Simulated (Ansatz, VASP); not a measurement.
**One calculation of KBr, two programs**

The input POSCAR:

```
KBr
1.0
    0.0000000000      3.6768655648      3.6768655648
    3.6768655648      0.0000000000      3.6768655648
    3.6768655648      3.6768655648      0.0000000000
K Br
1 1
Direct
    0.0000000000      0.0000000000      0.0000000000
    0.2500000000      0.2500000000      0.2500000000
```

The input INCAR.step1:

```
  ALGO = Normal
  EDIFF = 1E-5
  ENCUT = 520
  GGA = PE
  ISIF = 2
  ISMEAR = 0
  LASPH = True
  LCHARG = False
  LREAL = False
  LWAVE = True
  NBANDS = 15
  NELM = 60
  PREC = Accurate
  SIGMA = 0.01
```

File INCAR.step2:

```
  ALGO = Normal
  EDIFF = 1E-6
  ENCUT = 520
  GGA = PE
  HFSCREEN = 0.2079
  ISIF = 2
  ISMEAR = 0
  ISTART = 1
  LASPH = True
  LCHARG = False
  LHFCALC = True
  LREAL = False
  LWAVE = False
  NBANDS = 15
  NELM = 60
  PREC = Accurate
  PRECFOCK = Normal
  SIGMA = 0.01
```

KPOINTS

```
k-points
0
Gamma
  4 4 4
```

Input for Ansatz:

```yaml
crystal:
  lattice:
    - [0.0, 3.6768655648, 3.6768655648]
    - [3.6768655648, 0.0, 3.6768655648]
    - [3.6768655648, 3.6768655648, 0.0]
  atoms:
    - { symbol: K, position: [0.0, 0.0, 0.0] }
    - { symbol: Br, position: [0.25, 0.25, 0.25] }
kpoints:
  mp_grid: { grid: [4, 4, 4] }
  band_path:
    path:
      - [0.0, 0.0, 0.0]
      - [-0.5, -0.5, 0.0]
      - [-0.375, -0.375, 0.25]
      - [-0.375, 0.0, 0.375]
      - [0.0, 0.0, 0.5]
      - [-0.5, -0.25, 0.25]
      - [0.0, 0.229167, -0.25]
    npoints: 1
hamiltonian:
  xc: hse06
scf:
  occupations: { method: fixed }
  n_extra_bands: 4
output:
  forces: true
  stress: true
  eigenvalues: true
```

Change from the starting cell: hydrostatic strain -0.3%.

Alike in both runs: task single point; functional HSE06; k mesh 4 × 4 × 4; no spin polarisation.

```csv
,VASP,Ansatz
version,VASP 6.6.1,Ansatz 0.2.0
potentials or method,"VASP PAW PBE potentials, release 64 (K_sv, Br)","plane waves, PAW"
plane-wave cutoff (eV),520,420
occupations,"gaussian, width 0.01 eV",fixed
valence electrons in the cell,16,16
```

|  | VASP | Ansatz | Ansatz less VASP |
| --- | --- | --- | --- |
| gap on the k mesh at the Fermi level (eV) | 5.41 | 5.41 | +0.001 |
| pressure (GPa) | 0.3 | 0.2 | -0.02 |

Ansatz's warnings: stress exchange threshold loose, stress scf threshold loose.
